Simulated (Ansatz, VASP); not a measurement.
# Si: VASP beside Ansatz

```xyz
4
Lattice="3.5248 0.0000 0.0000 -1.7624 3.0526 0.0000 0.0000 0.0000 6.3326" Properties=species:S:1:pos:R:3 pbc="T T T"
Si    0.0000    2.0351    0.3990
Si    1.7624    1.0175    3.5653
Si    0.0000    2.0351    2.7673
Si    1.7624    1.0175    5.9336
```

Change from the starting cell: strain -0.080 along x and y, +0.000 along z, atoms carried along.

Alike in both runs: task single point; functional LDA; k mesh 12 × 12 × 6; occupations gaussian, width 0.03 eV; no spin polarisation.

|  | VASP | Ansatz |
| --- | --- | --- |
| version | VASP 6.6.1 | Ansatz 0.2.0 |
| potentials or method | VASP PAW LDA potentials, release 64 (Si), cutoff 520 eV | scalar-relativistic, plane waves, PAW |
| valence electrons in the cell | 16 | 16 |

```csv
,VASP,Ansatz,Ansatz less VASP
gap on the k mesh at the Fermi level (eV),none,none,-
pressure (GPa),20.0,19.8,-0.15
"traceless stress, the component that is largest in VASP (GPa)",-16.44,-16.37,+0.070
rms of the force components (eV/Å),0.835,0.832,-0.0030
```

LDA's correlation is that of Perdew and Zunger in VASP and of Perdew and Wang (1992) in Ansatz. Atom by atom the forces differ by 0.003 eV/Å (rms over components). A gap of «none» marks a metal or a gap that the smearing closes.
